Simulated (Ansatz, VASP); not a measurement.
# TiGePd3: VASP beside Ansatz

Contents of INCAR:

```
PREC = Accurate
ENCUT = 520
EDIFF = 1E-6
ISMEAR = 0
SIGMA = 0.1
LREAL = F
LASPH = T
NELM = 150
ALGO = Normal
ISIF = 2
LWAVE = F
LCHARG = F
ISPIN = 2
MAGMOM = 1 0 1 1 1
LORBIT = 11
LMAXMIX = 4
GGA = PE
NBANDS = 40
```

File KPOINTS:

```
regular mesh
0
Gamma
  4 4 4
```

Contents of POSCAR:

```
TiGePd3
1.0
    4.9466421075      0.0000000000      0.0000000000
    0.0000000000      4.9466421075      0.0000000000
    0.0000000000      0.0000000000      4.7213934241
Ti Ge Pd
1 1 3
Direct
    0.0000000000      0.0000000000      0.5000000000
    0.5000000000      0.5000000000      0.5000000000
    0.0000000000      0.5000000000      0.5000000000
    0.5000000000      0.0000000000      0.5000000000
    0.5000000000      0.5000000000      0.0000000000
```

Input for Ansatz:

```yaml
crystal:
  lattice:
    - [4.9466421075, 0.0, 0.0]
    - [0.0, 4.9466421075, 0.0]
    - [0.0, 0.0, 4.7213934241]
  atoms:
    - { symbol: Ti, position: [0.0, 0.0, 0.5], spin: 1.0 }
    - { symbol: Ge, position: [0.5, 0.5, 0.5] }
    - { symbol: Pd, position: [0.0, 0.5, 0.5], spin: 1.0 }
    - { symbol: Pd, position: [0.5, 0.0, 0.5], spin: 1.0 }
    - { symbol: Pd, position: [0.5, 0.5, 0.0], spin: 1.0 }
basis:
  ecutwfc: 420
kpoints:
  mp_grid: { grid: [4, 4, 4] }
hamiltonian:
  xc: pbe
scf:
  occupations: { method: gaussian, width: 0.1 }
  lower_state_search: "off"
output:
  forces: true
  stress: true
  eigenvalues: true
  populations: true
magnetization:
  spin_polarized: true
```

Alike in both runs: task single point; functional PBE; k mesh 4 × 4 × 4; occupations gaussian, width 0.1 eV; collinear spin.

```csv
,VASP,Ansatz
version,VASP 6.6.1,Ansatz 0.2.0
potentials or method,"VASP PAW PBE potentials, release 64 (Ti_sv, Ge_d, Pd), cutoff 520 eV","scalar-relativistic, plane waves, PAW"
valence electrons in the cell,56,80
```

```csv
,VASP,Ansatz,Ansatz less VASP
gap on the k mesh at the Fermi level (eV),none,none,-
pressure (GPa),0.5,0.3,-0.13
"traceless stress, the component that is largest in VASP (GPa)",-0.81,-0.85,-0.041
net moment per atom (μB),0.26,0.26,0.000
size of the moment on the site where the two differ most (μB),1.07,0.97,-0.094
```

Site moments also hang on the region over which each program counts them. A gap of «none» marks a metal or a gap that the smearing closes. The functional is the same, so the differences come from potentials, cutoffs and numerics. VASP's potentials hold 56 valence electrons a cell and Ansatz's 80, so a difference there can come from the potentials and not from the codes.
